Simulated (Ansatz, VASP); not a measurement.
Si2B in VASP and in Ansatz

```xyz
6
Lattice="4.5395 0.0000 0.0000 0.0000 4.5395 0.0000 0.0000 0.0000 4.5395" Properties=species:S:1:pos:R:3 pbc="T T T"
Si    1.1349    1.1349    1.1349
Si    1.1349    3.4046    3.4046
Si    3.4046    3.4046    1.1349
Si    3.4046    1.1349    3.4046
B     0.0000    0.0000    0.0000
B     2.2698    2.2698    2.2698
```

Alike in both runs: task relaxation of cell and atoms; functional r2SCAN; k mesh 8 × 8 × 8; occupations gaussian, width 0.1 eV; no spin polarisation.

```csv
,VASP,Ansatz
version,VASP 6.6.1,Ansatz 0.2.0
potentials or method,"VASP PAW PBE potentials, release 64 (Si, B), cutoff 600 eV","scalar-relativistic, plane waves, PAW"
valence electrons in the cell,22,22
```

```tsv
	VASP	Ansatz	Ansatz less VASP
gap on the k mesh at the Fermi level, each at its own relaxed structure (eV)	none	none	-
relaxed volume (Å³/atom)	15.46	15.47	+0.015
relaxed length of the cell vector where the two differ most in proportion (Å)	4.527	4.528	+0.0015
```

VASP's potentials were made for PBE, not for r2SCAN. A gap of «none» marks a metal or a gap that the smearing closes.
